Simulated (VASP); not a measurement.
The system is InSb.

```
In Sb
1.0
     0.00000    3.21392    3.21392
     3.21392    0.00000    3.21392
     3.21392    3.21392    0.00000
In Sb
1 1
Direct
  0.00000 0.00000 0.00000
  0.25000 0.25000 0.25000
```

This cell differs from its parent crystal: strain -2.0%.

Base run:

```yaml
Program: VASP 6.6.1
Functional: r2SCAN
Potentials_or_basis: VASP PAW PBE potentials, release 64 (In_d, Sb)
Cutoff: 520 eV
k_mesh: 6 × 6 × 6
Occupations: fermi-dirac, width 0.02 eV
Spin: no spin polarisation
```

Its results: band gap on the k mesh 0.39 eV; pressure 3.0 GPa.

Problem. The run is repeated on the same cell with these changes: functional from r2SCAN to PBE. What comes out?

Solution. Band gap on the k mesh zero (filled and empty bands touch); pressure 4.5 GPa.

Caveats: spin-orbit coupling is left out, which moves the levels of the heavy elements; the PAW data sets were made with another functional, which shifts forces and pressure a little (at least some runs); the cell stands under pressure (at least some runs); semilocal functionals underestimate gaps, so a narrow gap can read as zero (at least some runs).

A k mesh can miss the band edges.
